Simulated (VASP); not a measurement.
Set up this calculation in VASP 6.6.1, as the native input.

- Task: single point
- Functional: r2SCAN
- Potentials or basis: VASP PAW PBE potentials, release 64 (Pd)
- Cutoff: 520 eV
- k mesh: 10 × 10 × 10
- Occupations: fermi-dirac, width 0.05 eV
- Spin: no spin polarisation
- Dipole correction: no
- Further INCAR settings: ALGO = Normal; EDIFF = 1e-06; NBANDS = 11

Pd:

```
Pd
1.0
    -1.54018    1.54018    1.54018
     1.54018   -1.54018    1.54018
     1.54018    1.54018   -1.54018
Pd
1
Direct
  0.00000 0.00000 0.00000
```

One way to write it, as run:

POSCAR

```
Pd
1.0
   -1.5401846266      1.5401846266      1.5401846266
    1.5401846266     -1.5401846266      1.5401846266
    1.5401846266      1.5401846266     -1.5401846266
Pd
1
Direct
    0.0000000000      0.0000000000      0.0000000000
```

INCAR.step1

```
ALGO     = Normal         # electronic algorithm
EDIFF    = 1E-4           # SCF threshold, eV
ENCUT    = 520            # plane-wave cutoff, eV
GGA      = PE             # functional
ISMEAR   = -1             # smearing method
LASPH    = T              # aspherical terms in the spheres
LCHARG   = F              # write CHGCAR
LREAL    = F              # projectors in reciprocal space
LWAVE    = T              # write WAVECAR
NBANDS   = 11             # bands
NELM     = 80             # most SCF steps
PREC     = Accurate       # precision mode
SIGMA    = 0.05           # smearing width, eV
```

INCAR.step2

```
ALGO     = Normal         # electronic algorithm
EDIFF    = 1E-6           # SCF threshold, eV
ENCUT    = 520            # plane-wave cutoff, eV
ISIF     = 2              # what is computed and relaxed
ISMEAR   = -1             # smearing method
ISTART   = 1            
LASPH    = T              # aspherical terms in the spheres
LCHARG   = F              # write CHGCAR
LMIXTAU  = T            
LREAL    = F              # projectors in reciprocal space
LWAVE    = F              # write WAVECAR
METAGGA  = R2SCAN         # meta-GGA
NBANDS   = 11             # bands
NELM     = 80             # most SCF steps
PREC     = Accurate       # precision mode
SIGMA    = 0.05           # smearing width, eV
```

KPOINTS

```
k-points
0
Gamma
  10 10 10
```

Potentials or basis: VASP PAW PBE potentials, release 64 (Pd).

Run with:

```sh
$ cat potpaw_PBE.64/Pd/POTCAR > POTCAR
$ cp INCAR.step1 INCAR
$ mpirun -np 1 vasp_std > vasp.out
$ cp INCAR.step2 INCAR
$ mpirun -np 1 vasp_std > vasp.out
```

It gave:

```yaml
Pressure: 6.4 GPa
Band_gap_on_the_k_mesh: zero (band 5 reaches 10.43 eV, above the bottom of band 6 at 8.71 eV)
```

Caveat: the PAW data sets were made with another functional, which shifts forces and pressure a little.

Wall time 46 s on 1 thread of AMD EPYC 7R13 (shared host), peak memory 0.1 GiB.
